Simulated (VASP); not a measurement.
Input of a VASP 6.6.1 run:

INCAR

```
SYSTEM = Be
PREC = Accurate ; ENCUT = 520
EDIFF = 1E-7 ; ISMEAR = 0
SIGMA = 0.1 ; LREAL = .FALSE.
LASPH = .TRUE. ; NELM = 60
ALGO = Normal ; ISIF = 2
LWAVE = .FALSE. ; LCHARG = .FALSE.
GGA = PE ; NBANDS = 9
```

File KPOINTS:

```
regular mesh
0
G
  6 6 8
  0 0 0
```

The input POSCAR:

```
Be
1.0
    2.5065255419      0.0000000000      0.0000000000
    0.0000000000      2.5065255419      0.0000000000
    0.0000000000      0.0000000000      2.4907884074
Be
2
Direct
    0.5000000000      0.0000000000      0.2500003387
    0.0000000000      0.5000000000      0.7499996613
```

Potentials or basis: VASP PAW PBE potentials, release 64 (Be).

Command:

```bash
$ cat potpaw_PBE.64/Be/POTCAR > POTCAR
$ mpirun -np 1 vasp_std > vasp.out
```

Task: Predict the pressure.

Result: 0.1 GPa.

Task: Predict the band gap on the k mesh.

Result: Zero (band 2 reaches 11.87 eV, above the bottom of band 3 at 7.29 eV).

Stress tensor (GPa, compression positive):
```
0.17 0.00 0.00
0.00 0.17 0.00
0.00 0.00 0.06
```

Caveat: the k points lie up to 0.42 Å⁻¹ apart.
